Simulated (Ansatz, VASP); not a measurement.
# Two plane-wave programs on Sn2P

The input POSCAR:

```
Sn2P
1.0
    6.0972079063      0.0000000000      0.0000000000
    0.0000000000      6.0972079063      0.0000000000
    0.0000000000      0.0000000000      3.9272177176
Sn P
4 2
Direct
    0.3060000000      0.3060000000      0.0000000000
    0.1940000000      0.8060000000      0.5000000000
    0.6940000000      0.6940000000      0.0000000000
    0.8060000000      0.1940000000      0.5000000000
    0.0000000000      0.0000000000      0.0000000000
    0.5000000000      0.5000000000      0.5000000000
```

File INCAR.step1:

```
PREC     = Accurate       # precision mode
ENCUT    = 520            # plane-wave cutoff, eV
ISMEAR   = 0              # smearing method
SIGMA    = 0.1            # smearing width, eV
LREAL    = F              # projectors in reciprocal space
LASPH    = T              # aspherical terms in the spheres
NELM     = 80             # most SCF steps
NBANDS   = 42             # bands
GGA      = PE             # functional
ALGO     = Normal         # electronic algorithm
EDIFF    = 1E-4           # SCF threshold, eV
LWAVE    = T              # write WAVECAR
LCHARG   = F              # write CHGCAR
```

The input INCAR.step2:

```
PREC     = Accurate       # precision mode
ENCUT    = 520            # plane-wave cutoff, eV
EDIFF    = 1E-6           # SCF threshold, eV
ISMEAR   = 0              # smearing method
SIGMA    = 0.1            # smearing width, eV
LREAL    = F              # projectors in reciprocal space
LASPH    = T              # aspherical terms in the spheres
NELM     = 80             # most SCF steps
ALGO     = Normal         # electronic algorithm
ISIF     = 2              # what is computed and relaxed
LWAVE    = F              # write WAVECAR
LCHARG   = F              # write CHGCAR
METAGGA  = R2SCAN         # meta-GGA
LMIXTAU  = T            
NBANDS   = 42             # bands
ISTART   = 1
```

File KPOINTS:

```
Automatic mesh
0
Gamma
  4 4 4
```

Input for Ansatz:

```yaml
crystal:
  lattice:
    - [6.0972079063, 0.0, 0.0]
    - [0.0, 6.0972079063, 0.0]
    - [0.0, 0.0, 3.9272177176]
  atoms:
    - { symbol: Sn, position: [0.306, 0.306, 0.0] }
    - { symbol: Sn, position: [0.194, 0.806, 0.5] }
    - { symbol: Sn, position: [0.694, 0.694, 0.0] }
    - { symbol: Sn, position: [0.806, 0.194, 0.5] }
    - { symbol: P, position: [0.0, 0.0, 0.0] }
    - { symbol: P, position: [0.5, 0.5, 0.5] }
basis:
  ecutwfc: 500
kpoints:
  mp_grid: { grid: [4, 4, 4] }
hamiltonian:
  xc: r2scan
scf:
  occupations: { method: gaussian, width: 0.1 }
  lower_state_search: "off"
output:
  forces: true
  stress: true
  eigenvalues: true
```

Alike in both runs: task single point; functional r2SCAN; k mesh 4 × 4 × 4; occupations gaussian, width 0.1 eV; no spin polarisation.

|  | VASP | Ansatz |
| --- | --- | --- |
| version | VASP 6.6.1 | Ansatz 0.2.0 |
| potentials or method | VASP PAW PBE potentials, release 64 (Sn_d, P), cutoff 520 eV | scalar-relativistic, plane waves, PAW |
| valence electrons in the cell | 66 | 66 |

|  | VASP | Ansatz | Ansatz less VASP |
| --- | --- | --- | --- |
| gap on the k mesh at the Fermi level (eV) | none | none | - |
| pressure (GPa) | 8.8 | 8.9 | +0.05 |
| rms of the force components (eV/Å) | 0.429 | 0.428 | -0.0006 |

VASP's potentials were made for PBE, not for r2SCAN. Atom by atom the forces differ by 0.001 eV/Å (rms over components). A gap of «none» marks a metal or a gap that the smearing closes.

The k mesh is coarse, so the values compare programs but aren't converged.
